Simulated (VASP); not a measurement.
# InSe (P-3m1) in VASP: a series of runs, part 2 of 2

VASP 6.6.1. Earlier steps stand in the parts before.

## Step 3: Single point, PBE+D3(BJ) (the distance across one plane changed)

INCAR reads:

```
PREC     = Accurate       # precision mode
ENCUT    = 520            # plane-wave cutoff, eV
EDIFF    = 1E-6           # SCF threshold, eV
ISMEAR   = 0              # smearing method
SIGMA    = 0.03           # smearing width, eV
LREAL    = False          # projectors in reciprocal space
LASPH    = True           # aspherical terms in the spheres
NELM     = 60             # most SCF steps
ALGO     = Normal         # electronic algorithm
ISIF     = 2              # what is computed and relaxed
LWAVE    = False          # write WAVECAR
LCHARG   = False          # write CHGCAR
GGA      = PE             # functional
IVDW     = 12             # dispersion correction
NBANDS   = 48             # bands
```

KPOINTS reads:

```
Automatic mesh
0
Gamma
  9 9 2
```

POSCAR reads:

```
InSe
1.0
   -4.0317714842      0.0000000000      0.0000000000
   -2.0158857421     -3.4916165276      0.0000000000
    0.0000000000      0.0000000000     17.5123716544
In Se
4 4
Direct
    0.3333333333      0.3333333333      0.1595207463
    0.6666666667      0.6666666667      0.6381073131
    0.3333333333      0.3333333333      0.3190658206
    0.6666666667      0.6666666667      0.7976523874
    0.3333333333      0.3333333333      0.5646088014
    0.6666666667      0.6666666667      0.0860222346
    0.3333333333      0.3333333333      0.8711508991
    0.6666666667      0.6666666667      0.3925643323
```

Potentials or basis: VASP PAW PBE potentials, release 64 (In_d, Se).

Started as:

```
$ cat potpaw_PBE.64/In_d/POTCAR potpaw_PBE.64/Se/POTCAR > POTCAR
$ mpirun -np 1 vasp_std > vasp.out
```

OUTCAR:

```text
PREC = Accurate
   ENCUT = 520
   EDIFF = 1E-6
   ISMEAR = 0
   LREAL = False
   LASPH = True
   NELM = 60
   ISIF = 2
   GGA = PE
   IVDW = 12
 IVDW          = 12

 ion  position               nearest neighbor table
   1  0.333  0.333  0.160-   6 2.66   6 2.66   6 2.66   3 2.79
   2  0.667  0.667  0.638-   5 2.66   5 2.66   5 2.66   4 2.79
   3  0.333  0.333  0.319-   8 2.66   8 2.66   8 2.66   1 2.79
[... 1444 lines left out ...]
  -------------------------------------------------------------------------------------
  Total      -0.06532    -0.06532    -0.43855     0.00000     0.00000     0.00000
  in kB      -0.42452    -0.42452    -2.85008     0.00000     0.00000     0.00000
  external pressure =       -1.23 kB  Pullay stress =        0.00 kB

 VOLUME and BASIS-vectors are now :
 -----------------------------------------------------------------------------
  energy-cutoff  :      520.00
  volume of cell :      246.53
      direct lattice vectors                 reciprocal lattice vectors
    -4.031771484  0.000000000  0.000000000    -0.248029930  0.143200147  0.000000000
    -2.015885742 -3.491616528  0.000000000     0.000000000 -0.286400294  0.000000000
     0.000000000  0.000000000 17.512371654     0.000000000  0.000000000  0.057102488

 POSITION                                       TOTAL-FORCE (eV/Angst)
 -----------------------------------------------------------------------------------
     -2.01589     -1.16387      2.79359         0.000000     -0.000000      0.003671
     -4.03177     -2.32774     11.17477         0.000000      0.000000      0.019676
     -2.01589     -1.16387      5.58760        -0.000000     -0.000000     -0.019676
     -4.03177     -2.32774     13.96879        -0.000000     -0.000000     -0.003671
     -2.01589     -1.16387      9.88764        -0.000000     -0.000000     -0.014052
     -4.03177     -2.32774      1.50645         0.000000     -0.000000     -0.116143
     -2.01589     -1.16387     15.25592        -0.000000      0.000000      0.116143
     -4.03177     -2.32774      6.87473         0.000000      0.000000      0.014052
 -----------------------------------------------------------------------------------
    total drift:                                0.000000      0.000000     -0.000004

  FREE ENERGIE OF THE ION-ELECTRON SYSTEM (eV)
  ---------------------------------------------------
  free  energy   TOTEN  =       -30.6319429878 eV

  energy  without entropy=      -30.6319429878  energy(sigma->0) =      -30.63194299
```

OSZICAR:

```text
N       E                     dE             d eps       ncg     rms          rms(c)
DAV:   1     0.782968557201E+03    0.78297E+03   -0.33875E+04  2304   0.174E+03
DAV:   2     0.907481282497E+02   -0.69222E+03   -0.67105E+03  2304   0.464E+02
DAV:   3    -0.216246886202E+02   -0.11237E+03   -0.10872E+03  2792   0.193E+02
DAV:   4    -0.289948533212E+02   -0.73702E+01   -0.73160E+01  2752   0.493E+01
DAV:   5    -0.292736826300E+02   -0.27883E+00   -0.27869E+00  2864   0.985E+00    0.996E+00
DAV:   6    -0.283852656296E+02    0.88842E+00   -0.13960E+00  3008   0.158E+01    0.579E+00
DAV:   7    -0.283734151518E+02    0.11850E-01   -0.10078E+00  3304   0.549E+00    0.141E+00
DAV:   8    -0.283653634773E+02    0.80517E-02   -0.10238E-01  3320   0.319E+00    0.104E+00
DAV:   9    -0.283679746006E+02   -0.26111E-02   -0.18798E-02  2872   0.621E-01    0.419E-01
DAV:  10    -0.283684965701E+02   -0.52197E-03   -0.20528E-03  3400   0.392E-01    0.212E-01
DAV:  11    -0.283688769586E+02   -0.38039E-03   -0.10252E-03  2792   0.210E-01    0.704E-02
DAV:  12    -0.283688657322E+02    0.11226E-04   -0.80797E-05  3488   0.756E-02    0.336E-02
DAV:  13    -0.283688796805E+02   -0.13948E-04   -0.25522E-05  2816   0.249E-02    0.152E-02
DAV:  14    -0.283688806230E+02   -0.94256E-06   -0.36474E-06  2264   0.227E-02
   1 F= -.30631943E+02 E0= -.30631943E+02  d E =-.544125E-15
```

stdout:

```text
POSCAR found type information on POSCAR InSe
 POSCAR found :  2 types and       8 ions
 scaLAPACK will be used
 LDA part: xc-table for (Slater+PW92), standard interpolation
 POSCAR, INCAR and KPOINTS ok, starting setup
 FFT: planning ... GRIDC
 FFT: planning ... GRID_SOFT
 FFT: planning ... GRID
 WAVECAR not read
 entering main loop
```

It took 11 min on 1 thread of Intel Xeon 8259CL, shared host; peak memory 0.48 GiB.

What came out:

* Free energy: -30.6319 eV
* Pressure: -0.1 GPa
* Largest force: 0.116 eV/Å
* Band gap on the k mesh: 0.63 eV
* Dispersion energy per atom: -0.283 eV

Forces in eV/Å, atoms in the order of the input:
```
In   0.000  0.000  0.004
In   0.000  0.000  0.020
In   0.000  0.000 -0.020
In   0.000  0.000 -0.004
Se   0.000  0.000 -0.014
Se   0.000  0.000 -0.116
Se   0.000  0.000  0.116
Se   0.000  0.000  0.014
```

Stress tensor (GPa, compression positive):
```
-0.04  0.00  0.00
 0.00 -0.04  0.00
 0.00  0.00 -0.29
```

Caveat: the cell differs from its parent crystal (the distance across one plane changed); semilocal functionals underestimate gaps, and a narrow one can read as zero; spin-orbit coupling is left out, which moves the levels of the heavy elements.

## Step 4: Single point, PBE+D3(BJ) (the distance across one plane changed)

INCAR reads:

```
PREC = Accurate ; ENCUT = 520
EDIFF = 1E-7 ; ISMEAR = 0
SIGMA = 0.03 ; LREAL = False
LASPH = True ; NELM = 60
ALGO = Normal ; ISIF = 2
LWAVE = False ; LCHARG = False
GGA = PE ; IVDW = 12
NBANDS = 48
```

KPOINTS is that of step 3.

POSCAR reads:

```
InSe
1.0
   -4.0317714842      0.0000000000      0.0000000000
   -2.0158857421     -3.4916165276      0.0000000000
    0.0000000000      0.0000000000     17.7623716544
In Se
4 4
Direct
    0.3333333333      0.3333333333      0.1572755401
    0.6666666667      0.6666666667      0.6291261460
    0.3333333333      0.3333333333      0.3145750658
    0.6666666667      0.6666666667      0.7864256717
    0.3333333333      0.3333333333      0.5566621036
    0.6666666667      0.6666666667      0.0848114977
    0.3333333333      0.3333333333      0.8588897141
    0.6666666667      0.6666666667      0.3870391082
```

Started as:

```
$ cat potpaw_PBE.64/In_d/POTCAR potpaw_PBE.64/Se/POTCAR > POTCAR
$ mpirun -np 1 vasp_std > vasp.out
```

It took 13 min on 1 thread of Intel Xeon 8259CL, shared host; peak memory 0.49 GiB.

The run converged. Its results:

* Free energy: -30.6039 eV
* Pressure: -0.1 GPa
* Largest force: 0.114 eV/Å
* Band gap on the k mesh: 0.71 eV
* Dispersion energy per atom: -0.279 eV

Forces on the atoms (eV/Å):
```
In   0.000  0.000  0.008
In   0.000  0.000  0.019
In   0.000  0.000 -0.019
In   0.000  0.000 -0.008
Se   0.000  0.000 -0.014
Se   0.000  0.000 -0.114
Se   0.000  0.000  0.114
Se   0.000  0.000  0.014
```

Stress tensor (GPa, compression positive):
```
-0.04  0.00  0.00
 0.00 -0.04  0.00
 0.00  0.00 -0.27
```

Levels at points of the mesh, in eV from the valence-band top:
```csv
k point,band 34,band 35,band 36,band 37,band 38,band 39,band 40,band 41,band 42,band 43
"(0.00, 0.00, 0.00)",-0.96,-0.96,-0.87,-0.87,0.00,0.71,1.72,2.32,2.36,4.47
"(0.00, 0.00, 0.50)",-0.93,-0.88,-0.88,-0.82,-0.46,1.12,1.49,2.35,2.35,4.49
```

Caveat: the cell differs from its parent crystal (the distance across one plane changed); semilocal functionals underestimate gaps, and a narrow one can read as zero; spin-orbit coupling is left out, which moves the levels of the heavy elements.

## Step 5: Single point, PBE+D3(BJ) (the distance across one plane changed)

INCAR reads:

```
SYSTEM = InSe
PREC = Accurate
ENCUT = 520
EDIFF = 1E-6
ISMEAR = 0
SIGMA = 0.03
LREAL = .FALSE.
LASPH = .TRUE.
NELM = 60
ALGO = Normal
ISIF = 2
LWAVE = .FALSE.
LCHARG = .FALSE.
GGA = PE
IVDW = 12
NBANDS = 48
```

KPOINTS reads:

```
regular mesh
0
G
  9 9 2
  0 0 0
```

POSCAR reads:

```
InSe
1.0
   -4.0317714842      0.0000000000      0.0000000000
   -2.0158857421     -3.4916165276      0.0000000000
    0.0000000000      0.0000000000     22.7623716544
In Se
4 4
Direct
    0.3333333333      0.3333333333      0.1227282744
    0.6666666667      0.6666666667      0.4909318147
    0.3333333333      0.3333333333      0.2454752658
    0.6666666667      0.6666666667      0.6136788060
    0.3333333333      0.3333333333      0.4343852793
    0.6666666667      0.6666666667      0.0661817391
    0.3333333333      0.3333333333      0.6702253413
    0.6666666667      0.6666666667      0.3020218011
```

Started as:

```
$ cat potpaw_PBE.64/In_d/POTCAR potpaw_PBE.64/Se/POTCAR > POTCAR
$ mpirun -np 1 vasp_std > vasp.out
```

Run time: 9.2 min. Hardware: 1 thread of Intel Xeon Platinum 8375C at 2.90GHz (Ice Lake), shared host; peak memory 0.59 GiB.

The run converged. Its results:

```yaml
Free_energy: -30.4434 eV
Largest_force: 0.049 eV/Å
Band_gap_on_the_k_mesh: 1.05 eV (least direct gap 1.11 eV)
Dispersion_energy_per_atom: -0.260 eV
```

Forces in eV/Å, atoms in the order of the input:
```
In   0.000  0.000  0.040
In   0.000  0.000  0.017
In   0.000  0.000 -0.017
In   0.000  0.000 -0.040
Se   0.000  0.000 -0.016
Se   0.000  0.000 -0.049
Se   0.000  0.000  0.049
Se   0.000  0.000  0.016
```

Levels at points of the mesh, in eV from the valence-band top:
| k point | band 36 | band 37 | band 38 | band 39 | band 40 | band 41 |
| --- | --- | --- | --- | --- | --- | --- |
| (0.00, 0.00, 0.00) | -0.71 | -0.71 | -0.06 | 1.05 | 1.74 | 2.49 |
| (0.00, 0.00, 0.50) | -0.71 | -0.71 | -0.07 | 1.05 | 1.74 | 2.49 |

Caveat: the cell differs from its parent crystal (the distance across one plane changed); there is no dipole correction, which matters where the two faces differ; spin-orbit coupling is left out, which moves the levels of the heavy elements.

## Step 6: The runs side by side

```csv
cell,gap on the mesh (eV),pressure (GPa),largest force (eV/Å)
"a = 4.032, b = 4.032, c = 17.262 Å, angles 90.0, 90.0, 60.0°, 8 atoms",0.54,-0.1,0.11
"a = 4.032, b = 4.032, c = 17.512 Å, angles 90.0, 90.0, 60.0°, 8 atoms",0.63,-0.1,0.12
"a = 4.032, b = 4.032, c = 17.762 Å, angles 90.0, 90.0, 60.0°, 8 atoms",0.71,-0.1,0.11
"a = 4.032, b = 4.032, c = 22.762 Å, angles 90.0, 90.0, 60.0°, 8 atoms",1.05,-,0.05
```

Alike in all rows: task single point; level PBE+D3(BJ); potentials or basis VASP PAW PBE potentials, release 64 (In_d, Se); no spin polarisation; k mesh 9 × 9 × 2; cutoff (eV) 520; smearing gaussian 0.03 eV.

Caveats: spin-orbit coupling is left out, which moves the levels of the heavy elements; semilocal functionals underestimate gaps, and a narrow one can read as zero (at least some runs); there is no dipole correction, which matters where the two faces differ (at least some runs).

Total energies depend on the potentials used, so only differences within one code and one set of settings carry meaning.
